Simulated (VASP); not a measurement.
# CsBr: relaxation of cell and atoms with PBE

CsBr:

```
Cs Br
1.0
     4.32562    0.00000    0.00000
     0.00000    4.32562    0.00000
     0.00000    0.00000    4.32562
Cs Br
1 1
Cartesian
  0.0000 0.0000 0.0000
  2.1628 2.1628 2.1628
```

```
Program                : VASP 6.6.1
Task                   : relaxation of cell and atoms
Functional             : PBE
Potentials or basis    : VASP PAW PBE potentials, release 64 (Cs_sv, Br)
Cutoff                 : 500 eV
k mesh                 : 6 × 6 × 6
Occupations            : gaussian, width 0.02 eV
Spin                   : no spin polarisation
Dipole correction      : no
Further INCAR settings : ALGO = Normal; EDIFF = 1e-07; IBRION = 2; EDIFFG = -0.005; NSW = 100; ISIF = 3
```

The relaxed volume is 42.40 Å³/atom, the relaxed cell is a = 4.393 Å, b = 4.393 Å, c = 4.393 Å, α = 90.00°, β = 90.00°, γ = 90.00° and the space group after relaxing (to 0.05 Å) is Pm-3m (No. 221). The energy gained by relaxing is 3.7 meV/atom, the ionic steps are 4 and the pressure after relaxing is 0.0 GPa. The band gap on the k mesh is 4.23 eV, indirect (least direct gap 4.26 eV).

Step by step:
```csv
step,energy change (eV),largest force (eV/Å),pressure (GPa),volume (Å³)
1,0.0000,0.0000,0.65,80.94
2,-0.0056,0.0000,0.30,82.86
3,-0.0074,0.0000,-0.04,85.05
4,-0.0074,0.0000,0.00,84.81
```

Final structure:
```yaml
crystal:
  lattice:
    - [4.39349, 0.00000, 0.00000]
    - [0.00000, 4.39349, 0.00000]
    - [0.00000, 0.00000, 4.39349]
  atoms:
    - { symbol: Cs, position: [0.00000, 0.00000, 0.00000] }
    - { symbol: Br, position: [0.50000, 0.50000, 0.50000] }
```

Levels at points of the mesh, in eV from the valence-band top:
```
           k point  band 6  band 7  band 8  band 9  band 10  band 11
(0.00, 0.00, 0.00)   -0.02   -0.02   -0.02    4.23     4.97     4.97
(0.50, 0.00, 0.00)   -1.19   -0.18   -0.18    5.89     6.94     7.35
(0.50, 0.50, 0.00)   -0.56   -0.56    0.00    5.20     5.43     7.14
(0.50, 0.50, 0.50)   -1.03   -1.03   -1.03    7.97     7.97     7.97
```

Run time: 19 s on 1 thread of Intel(R) Xeon(R) 6975P-C (Granite Rapids) (shared host), peak memory 0.18 GiB.

Caveat: spin-orbit coupling is left out, which moves the levels of the heavy elements. A k mesh can miss the band edges.
